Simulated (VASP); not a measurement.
# BiPt3 (I4/mmm) in VASP: single point with LDA

Aim: the single point of BiPt3 with LDA.

Everything below comes from runs of VASP 6.6.1. Logs are shortened: lines on timing, memory, paths and dates and some standing lists are left out, and cuts for length are marked.

## 1. The cell of the first run

The structure is tetragonal, space group I4/mmm (No. 139). Conventional cell: a = 4.093 Å, b = 4.093 Å, c = 8.732 Å, α = 90.00°, β = 90.00°, γ = 90.00°. Bi (site symmetry 4/mmm) has 12 Pt at 2.89 to 2.99 Å within 3.8 Å. Within 3.8 Å of Pt (site symmetry -4m2) lie 8 Pt at 2.89 to 2.99 Å and 4 Bi at 2.99 Å. Within 3.8 Å of Pt (site symmetry 4/mmm) lie 4 Bi at 2.89 Å and 8 Pt at 2.99 Å.

## 2. Single point, LDA

File INCAR:

```
ALGO = Normal ; EDIFF = 1E-7
ENCUT = 520 ; ISIF = 2
ISMEAR = -1 ; LASPH = True
LCHARG = False ; LREAL = False
LWAVE = False ; NBANDS = 30
NELM = 60 ; PREC = Accurate
SIGMA = 0.1
```

File KPOINTS:

```
k-points
0
Gamma
  8 8 8
```

File POSCAR:

```
BiPt3
1.0
   -2.0462790000      2.0462790000      4.3658290000
    2.0462790000     -2.0462790000      4.3658290000
    2.0462790000      2.0462790000     -4.3658290000
Bi Pt
1 3
Direct
    0.0000000000      0.0000000000      0.0000000000
    0.7500000000      0.2500000000      0.5000000000
    0.2500000000      0.7500000000      0.5000000000
    0.5000000000      0.5000000000      0.0000000000
```

Potentials or basis: VASP PAW LDA potentials, release 64 (Bi_d, Pt).

Command:

```console
> cat potpaw_LDA.64/Bi_d/POTCAR potpaw_LDA.64/Pt/POTCAR > POTCAR
> mpirun -np 1 vasp_std > vasp.out
```

OUTCAR:

```text
EDIFF = 1E-7
   ENCUT = 520
   ISIF = 2
   ISMEAR = -1
   LASPH = True
   LREAL = False
   NELM = 60
   PREC = Accurate

 ion  position               nearest neighbor table
   1  0.000  0.000  0.000-   4 2.89   4 2.89   4 2.89   4 2.89   3 2.99   2 2.99   3 2.99   3 2.99
                             2 2.99   2 2.99   3 2.99   2 2.99
   2  0.750  0.250  0.500-   3 2.89   3 2.89   3 2.89   3 2.89   4 2.99   1 2.99   4 2.99   1 2.99
                             4 2.99   4 2.99   1 2.99   1 2.99
   3  0.250  0.750  0.500-   2 2.89   2 2.89   2 2.89   2 2.89   4 2.99   1 2.99   4 2.99   4 2.99
                             1 2.99   1 2.99   4 2.99   1 2.99
   4  0.500  0.500  0.000-   1 2.89   1 2.89   1 2.89   1 2.89   3 2.99   2 2.99   3 2.99   2 2.99
                             3 2.99   3 2.99   2 2.99   2 2.99

  LATTYP: Found a body centered tetragonal cell.
 ALAT       =     4.0925580000
 C/A-ratio  =     2.1335453279

  Lattice vectors:

 A1 = (  -2.0462790000,   2.0462790000,   4.3658290000)
 A2 = (   2.0462790000,  -2.0462790000,   4.3658290000)
 A3 = (   2.0462790000,   2.0462790000,  -4.3658290000)

Analysis of symmetry for initial positions (statically):
=====================================================================
 Subroutine PRICEL returns:
 Original cell was already a primitive cell.

 Routine SETGRP: Setting up the symmetry group for a
 body centered tetragonal supercell.

 Subroutine GETGRP returns: Found 16 space group operations
 (whereof 16 operations were pure point group operations)
 out of a pool of 16 trial point group operations.

The static configuration has the point symmetry D_4h.

Analysis of symmetry for dynamics (positions and initial velocities):
=====================================================================
 Subroutine PRICEL returns:
 Original cell was already a primitive cell.

 Routine SETGRP: Setting up the symmetry group for a
 body centered tetragonal supercell.

 Subroutine GETGRP returns: Found 16 space group operations
 (whereof 16 operations were pure point group operations)
 out of a pool of 16 trial point group operations.

The dynamic configuration has the point symmetry D_4h.

 Subroutine INISYM returns: Found 16 space group operations
 (whereof 16 operations are pure point group operations),
 and found     1 'primitive' translations

----------------------------------------------------------------------------------------

                                     Primitive cell

  volume of cell :      73.1234

  direct lattice vectors                    reciprocal lattice vectors
    -2.046279000  2.046279000  4.365829000     0.000000000  0.244345957  0.114525787
     2.046279000 -2.046279000  4.365829000     0.244345957  0.000000000  0.114525787
     2.046279000  2.046279000 -4.365829000     0.244345957  0.244345957  0.000000000

  length of vectors
     5.237841001  5.237841001  5.237841001     0.269853854  0.269853854  0.345557366

  position of ions in fractional coordinates (direct lattice)
     0.000000000  0.000000000  0.000000000
     0.750000000  0.250000000  0.500000000
     0.250000000  0.750000000  0.500000000
     0.500000000  0.500000000  0.000000000

  ion indices of the primitive-cell ions
   primitive index   ion index
                 1           1
                 2           2
                 3           3
                 4           4

----------------------------------------------------------------------------------------

 KPOINTS: k-points

Automatic generation of k-mesh.
 Grid dimensions read from file:
 generate k-points for:    8    8    8

 Generating k-lattice:

  Cartesian coordinates                     Fractional coordinates (reciprocal lattice)
     0.000000000  0.030543245  0.014315723     0.125000000 -0.000000000  0.000000000
     0.030543245  0.000000000  0.014315723    -0.000000000  0.125000000  0.000000000
     0.030543245  0.030543245  0.000000000     0.000000000  0.000000000  0.125000000

  Length of vectors
     0.033731732  0.033731732  0.043194671

  Shift w.r.t. Gamma in fractional coordinates (k-lattice)
     0.000000000  0.000000000  0.000000000

 Subroutine IBZKPT returns following result:
 ===========================================

 Found     59 irreducible k-points:

 Following reciprocal coordinates:
            Coordinates               Weight
  0.000000  0.000000  0.000000      1.000000
  0.125000 -0.000000  0.000000      8.000000
  0.250000 -0.000000  0.000000      8.000000
  0.375000  0.000000 -0.000000      8.000000
  0.500000 -0.000000  0.000000      4.000000
  0.125000  0.125000  0.000000      8.000000
[... 16 lines left out ...]
  0.250000  0.125000  0.125000     16.000000
  0.375000  0.125000  0.125000      8.000000
 [... further k-points ...]
   k-points           NKPTS =     59   k-points in BZ     NKDIM =     59   number of bands    NBANDS=     30
   number of dos      NEDOS =    301   number of ions     NIONS =      4
   total plane-waves  NPLWV =  64000
   dimension x,y,z NGX =    40 NGY =   40 NGZ =   40
   dimension x,y,z NGXF=    80 NGYF=   80 NGZF=   80
   ions per type =               1   3
   NGX,Y,Z   is equivalent  to a cutoff of  12.70, 12.70, 12.70 a.u.
   NGXF,Y,Z  is equivalent  to a cutoff of  25.39, 25.39, 25.39 a.u.
 SYSTEM =  unknown system
   PREC   = accura    normal or accurate (medium, high low for compatibility)
   ISTART =      0    job   : 0-new  1-cont  2-samecut
   ICHARG =      2    charge: 1-file 2-atom 10-const
   ISPIN  =      1    spin polarized calculation?
   LNONCOLLINEAR =      F non collinear calculations
   LSORBIT =      F    spin-orbit coupling
   LASPH  =      T    aspherical Exc in radial PAW
   ENCUT  =  520.0 eV  38.22 Ry    6.18 a.u.   9.74  9.74  9.74*2*pi/ulx,y,z
   NELM   =     60;   NELMIN=  2; NELMDL= -5     # of ELM steps
   EDIFF  = 0.1E-06   stopping-criterion for ELM
   LREAL  =      F    real-space projection
   EDIFFG = 0.1E-05   stopping-criterion for IOM
   NSW    =      0    number of steps for IOM
   IBRION =     -1    ionic relax: 0-MD 1-quasi-New 2-CG
   NFREE  =      0    steps in history (QN), initial steepest desc. (CG)
   ISIF   =      2    stress and relaxation
   ISYM   =      2    0-nonsym 1-usesym 2-fastsym
   POTIM  = 0.5000    time-step for ionic-motion
   TEBEG  =    0.0;   TEEND  =   0.0 temperature during run
   PSTRESS=    0.0 pullay stress
   NELECT =      45.0000    total number of electrons
   NUPDOWN=      -1.0000    fix difference up-down
   EMIN   =  10.00;   EMAX   =-10.00  energy-range for DOS
   EFERMI =   0.00;   METHOD = LEGACY
   ISMEAR =    -1;   SIGMA  =   0.10  broadening in eV -4-tet -1-fermi 0-gaus
   EFERMI_NEDOS =   21; number of points for ismear=-14 and -15
   IALGO  =     38    algorithm
   IMIX   =      4    mixing-type and parameters
     AMIX     =   0.40;   BMIX     =  1.00
     AMIX_MAG =   1.60;   BMIX_MAG =  1.00
  volume/ion in A,a.u.               =      18.28       123.37
  Fermi-wavevector in a.u.,A,eV,Ry     =   1.392495  2.631433 26.382259  1.939041
  Thomas-Fermi vector in A             =   2.516232
   LORBIT       =      0    0 simple, 1 ext, 2 COOP (PROOUT), +10 PAW based schemes
   GGA     = CA    functional components
   LHFCALC =     F    Hartree Fock is set to
   AEXX    =    0.0000 exact exchange contribution
   IVDW    =     0    specifies the selected vdW correction
   LEPSILON=     F    determine dielectric tensor
   LRPA    =     F    only Hartree local field effects (RPA)
 non-spin polarized calculation
  energy-cutoff  :      520.00
  volume of cell :       73.12
 maximum number of plane-waves:      1984
   NGX = 19   NGY = 19   NGZ = 19

 number of electron      45.0000002 magnetization

 Free energy of the ion-electron system (eV)
  ---------------------------------------------------
  ext. energy  EPLUGINS =         0.00000000
  ---------------------------------------------------
  free energy    TOTEN  =       -26.80960953 eV

  energy without entropy =      -26.72485695  energy(sigma->0) =      -26.76723324

 E-fermi :   9.8592     XC(G=0): -12.7533

 val. band max:        9.8387192320   @ k =  -0.2500  -0.3750   0.2500
 cond. band min:       9.8728816863   @ k =   0.1250   0.1250   0.0000
 fundamental gap:      0.0341624542
 Fermi energy:         9.8591641102

 k-point     1 :       0.0000    0.0000    0.0000
  band No.  band energies     occupation
      1     -12.9121      2.00000
      2     -12.9082      2.00000
      3     -12.8882      2.00000
      4     -12.8760      2.00000
      5     -12.8760      2.00000
      6      -2.9542      2.00000
[... 22 lines left out ...]
     29      15.5946      0.00000
     30      17.2710      0.00000

 k-point     2 :       0.1250   -0.0000    0.0000
  band No.  band energies     occupation
      1     -12.9105      2.00000
      2     -12.9046      2.00000
      3     -12.8855      2.00000
      4     -12.8775      2.00000
      5     -12.8761      2.00000
      6      -2.8068      2.00000
[... 22 lines left out ...]
     29      16.6428      0.00000
     30      17.2314      0.00000

 k-point     3 :       0.2500   -0.0000    0.0000
  band No.  band energies     occupation
      1     -12.9065      2.00000
      2     -12.8979      2.00000
      3     -12.8811      2.00000
      4     -12.8765      2.00000
      5     -12.8763      2.00000
      6      -2.4062      2.00000
[... 22 lines left out ...]
     29      16.8152      0.00000
     30      17.7029      0.00000

 k-point     4 :       0.3750    0.0000   -0.0000
  band No.  band energies     occupation
      1     -12.9025      2.00000
      2     -12.8937      2.00000
      3     -12.8844      2.00000
      4     -12.8764      2.00000
      5     -12.8656      2.00000
      6      -1.9097      2.00000
[... 616 lines left out ...]
     29      18.0627      0.00000
     30      18.6389      0.00000

 k-point    23 :       0.2500    0.1250    0.1250
  band No.  band energies     occupation
      1     -12.9137      2.00000
      2     -12.8860      2.00000
      3     -12.8808      2.00000
      4     -12.8760      2.00000
      5     -12.8658      2.00000
      6      -1.7194      2.00000
[... 22 lines left out ...]
     29      18.1648      0.00000
     30      18.7673      0.00000

 k-point    24 :       0.3750    0.1250    0.1250
  band No.  band energies     occupation
      1     -12.9145      2.00000
      2     -12.8868      2.00000
      3     -12.8817      2.00000
      4     -12.8757      2.00000
      5     -12.8612      2.00000
      6      -1.5640      2.00000
[... 22 lines left out ...]
     29      18.1958      0.00000
     30      19.0041      0.00000

 [... further k-points ...]

------------------------ aborting loop because EDIFF is reached ----------------------------------------

  FORCE on cell =-STRESS in cart. coord.  units (eV):
  Direction    XX          YY          ZZ          XY          YZ          ZX
  --------------------------------------------------------------------------------------
  -------------------------------------------------------------------------------------
  Total       -4.8388615     -4.8388615     -5.1611663      0.0000000      0.0000000      0.0000000
  in kB     -106.0223363   -106.0223363   -113.0842265      0.0000000      0.0000000      0.0000000
  external PRESSURE =    -108.3762997 kB  Pullay stress =       0.0000000 kB

 VOLUME and BASIS-vectors are now :
 -----------------------------------------------------------------------------
  energy-cutoff  :      520.00
  volume of cell :       73.12
      direct lattice vectors                 reciprocal lattice vectors
    -2.046279000  2.046279000  4.365829000     0.000000000  0.244345957  0.114525787
     2.046279000 -2.046279000  4.365829000     0.244345957  0.000000000  0.114525787
     2.046279000  2.046279000 -4.365829000     0.244345957  0.244345957  0.000000000

 POSITION                                       TOTAL-FORCE (eV/Angst)
 -----------------------------------------------------------------------------------
      0.00000      0.00000      0.00000        -0.000000     -0.000000      0.000000
      0.00000      2.04628      2.18291        -0.000000      0.000000     -0.000000
      2.04628      0.00000      2.18291         0.000000      0.000000     -0.000000
      0.00000      0.00000      4.36583        -0.000000     -0.000000      0.000000
 -----------------------------------------------------------------------------------
    total drift:                               -0.000000     -0.000000      0.000000

  FREE ENERGIE OF THE ION-ELECTRON SYSTEM (eV)
  ---------------------------------------------------
  free  energy   TOTEN  =       -26.8096095325 eV

  energy  without entropy=      -26.7248569466  energy(sigma->0) =      -26.76723324
```

Wall time 2.4 min (1 thread of Intel Xeon Platinum 8259CL at 2.50GHz (Skylake/Cascade Lake), shared host); peak memory 0.27 GiB.

What came out:

| Property | Result |
| --- | --- |
| Free energy | -26.8096 eV |
| Pressure | -10.8 GPa |
| Band gap on the k mesh | zero (an odd number of electrons rules out a gap without spin polarisation) |

Levels at points of the mesh, in eV from the Fermi level:
```tsv
k point	band 21	band 22	band 23	band 24	band 25	band 26
(0.00, 0.00, 0.00)	-0.54	-0.43	0.47	2.31	2.31	4.15
(0.50, 0.00, 0.00)	-0.87	-0.58	-0.31	1.69	4.07	4.36
(0.50, 0.50, 0.00)	-1.31	-0.68	-0.22	0.41	0.93	3.26
(0.50, 0.50, 0.50)	-0.51	-0.51	-0.29	0.47	1.53	5.30
```

Caveat: the cell stands under tension; spin-orbit coupling is left out, which moves the levels of the heavy elements.
